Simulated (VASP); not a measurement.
Write the native input for VASP 6.6.1 that does the following.

* Task: single point
* Functional: PBE
* Potentials or basis: VASP PAW PBE potentials, release 64 (Mg, O, S)
* Cutoff: 520 eV
* k mesh: 2 × 2 × 2, shifted
* Occupations: gaussian, width 0.01 eV
* Spin: no spin polarisation
* Dipole correction: no
* Further INCAR settings: LREAL = Auto; ALGO = Normal; EDIFF = 1e-06; NBANDS = 86

The structure of Mg16S15O (a cell with a defect) lies in POSCAR:

```
Mg16S15O
1.0
    5.2297549267      5.2297549267     -5.2297549267
   -5.2297549267     -5.2297549267     -5.2297549267
   -5.2297549267      5.2297549267      5.2297549267
Mg O S
16 1 15
Direct
    0.2500000000      0.0202869275      0.7702869275
    0.5000000000      0.7500000000      0.7500000000
    0.7500000000      0.5000000000      0.7500000000
    0.7500000000      0.0000000000      0.2500000000
    0.0202869275      1.0202869275      0.0000000000
    0.2500000000      0.7500000000      0.0000000000
    0.4797130725      0.4797130725      0.0000000000
    0.7500000000      0.2500000000      0.0000000000
    0.0202869275      0.2500000000      0.7702869275
    0.5000000000      0.0000000000      0.5000000000
    0.7500000000      0.7500000000      0.5000000000
    0.0000000000      0.7500000000      0.2500000000
    0.2500000000      0.4797130725      0.2297130725
    0.4797130725      0.2500000000      0.2297130725
    0.0000000000      0.5000000000      0.5000000000
    0.2500000000      0.2500000000      0.5000000000
    0.2500000000      0.2500000000      0.0000000000
    0.4972398324      0.0027601676      0.0000000000
    0.7500000000      0.7500000000      0.0000000000
    0.7500000000      0.2500000000      0.5000000000
    0.0027601676      0.2500000000      0.2472398324
    0.2500000000      0.0027601676      0.2472398324
    0.4972398324      0.7444796647      0.2472398324
    0.7444796647      0.4972398324      0.2472398324
    0.0027601676      0.4972398324      0.0000000000
    0.4972398324      0.2500000000      0.7527601676
    0.7555203353      0.0027601676      0.7527601676
    0.0027601676      0.0027601676      0.5055203353
    0.2500000000      0.7500000000      0.5000000000
    0.4972398324      0.4972398324      0.4944796647
    0.0027601676      0.7555203353      0.7527601676
    0.2500000000      0.4972398324      0.7527601676
```

One way to write it, as run:

INCAR

```
SYSTEM = Mg16S15O
PREC = Accurate ; ENCUT = 520
EDIFF = 1E-6 ; ISMEAR = 0
SIGMA = 0.01 ; LREAL = Auto
LASPH = .True. ; NELM = 80
ALGO = Normal ; ISIF = 2
LWAVE = .False. ; LCHARG = .False.
GGA = PE ; NBANDS = 86
```

KPOINTS

```
Automatic mesh
0
Gamma
  2 2 2
  0.5 0.5 0.5
```

Potentials or basis: VASP PAW PBE potentials, release 64 (Mg, O, S).

Launch:

```bash
$ cat potpaw_PBE.64/Mg/POTCAR potpaw_PBE.64/O/POTCAR potpaw_PBE.64/S/POTCAR > POTCAR
$ mpirun -np 1 vasp_std > vasp.out
```

It gave:

The pressure is -2.3 GPa. The largest force is 0.007 eV/Å and the band gap on the k mesh is 3.35 eV.

It took 2.9 min on 1 thread of Intel(R) Xeon(R) 6975P-C (Granite Rapids), on a shared host, peak memory 0.68 GiB.
